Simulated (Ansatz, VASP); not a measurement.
## Two plane-wave programs on Cs2InAgCl6

```
Cs In Ag Cl
1.0
     0.00000    5.10022    5.10022
     5.10022    0.00000    5.10022
     5.10022    5.10022    0.00000
Cs In Ag Cl
2 1 1 6
Direct
  0.25000 0.25000 0.25000
  0.75000 0.75000 0.75000
  0.00000 0.00000 0.00000
  0.50000 0.50000 0.50000
  0.76021 0.23979 0.23979
  0.23979 0.76021 0.23979
  0.23979 0.76021 0.76021
  0.76021 0.23979 0.76021
  0.23979 0.23979 0.76021
  0.76021 0.76021 0.23979
```

Alike in both runs: task single point; functional LDA; k mesh 4 × 4 × 4; no spin polarisation.

```csv
,VASP,Ansatz
version,VASP 6.6.1,Ansatz 0.2.0
potentials or method,"VASP PAW LDA potentials, release 64 (Cs_sv, In_d, Ag, Cl), cutoff 500 eV","plane waves, PAW"
occupations,"gaussian, width 0.01 eV",fixed
valence electrons in the cell,84,92
```

```csv
,VASP,Ansatz,Ansatz less VASP
pressure (GPa),0.8,0.8,-0.02
```

LDA's correlation is that of Perdew and Zunger in VASP and of Perdew and Wang (1992) in Ansatz. VASP's potentials hold 84 valence electrons a cell and Ansatz's 92, so a difference there can come from the potentials and not from the codes.

Neither program's run includes spin-orbit coupling.
